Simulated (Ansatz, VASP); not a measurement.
## MgI2 in VASP and in Ansatz

INCAR

```
PREC = Accurate
ENCUT = 520
EDIFF = 1E-6
ISMEAR = 0
SIGMA = 0.05
LREAL = F
LASPH = T
NELM = 60
ALGO = Normal
ISIF = 2
LWAVE = F
LCHARG = F
GGA = PE
NBANDS = 15
```

KPOINTS

```
Automatic mesh
0
Gamma
  6 6 4
```

Contents of POSCAR:

```
MgI2
1.0
    4.1537001214      0.0000000000      0.0000000000
   -2.0768500607      3.5972098248      0.0000000000
    0.0000000000      0.0000000000      6.8620000000
Mg I
1 2
Direct
   -0.0312742391     -0.0625484781      0.0655785485
    0.3333333333      0.6666666667      0.7576300000
    0.6666666667      0.3333333333      0.2423700000
```

Input for Ansatz:

```yaml
crystal:
  lattice:
    - [4.1537001214, 0.0, 0.0]
    - [-2.0768500607, 3.5972098248, 0.0]
    - [0.0, 0.0, 6.862]
  atoms:
    - { symbol: Mg, position: [-0.0312742391, -0.0625484781, 0.0655785485] }
    - { symbol: I, position: [0.3333333333, 0.6666666667, 0.75763] }
    - { symbol: I, position: [0.6666666667, 0.3333333333, 0.24237] }
basis:
  ecutwfc: 420
kpoints:
  mp_grid: { grid: [6, 6, 4] }
hamiltonian:
  xc: pbe
scf:
  occupations: { method: gaussian, width: 0.05 }
output:
  forces: true
  stress: true
  eigenvalues: true
```

Alike in both runs: task single point; functional PBE; k mesh 6 × 6 × 4; occupations gaussian, width 0.05 eV; no spin polarisation.

```csv
,VASP,Ansatz
version,VASP 6.6.1,Ansatz 0.2.0
potentials or method,"VASP PAW PBE potentials, release 64 (Mg, I), cutoff 520 eV","scalar-relativistic, plane waves, PAW"
valence electrons in the cell,16,44
```

|  | VASP | Ansatz | Ansatz less VASP |
| --- | --- | --- | --- |
| gap on the k mesh at the Fermi level (eV) | 2.33 | 2.35 | +0.019 |
| least direct gap on the mesh (eV) | 2.33 | 2.35 | +0.018 |
| pressure (GPa) | 3.4 | 3.4 | +0.03 |
| traceless stress, the component that is largest in VASP (GPa) | 3.62 | 3.61 | -0.010 |
| rms of the force components (eV/Å) | 1.275 | 1.273 | -0.0021 |

Atom by atom the forces differ by 0.004 eV/Å (rms over components). VASP's potentials hold 16 valence electrons a cell and Ansatz's 44, so a difference there can come from the potentials and not from the codes.

Neither program's run includes spin-orbit coupling.
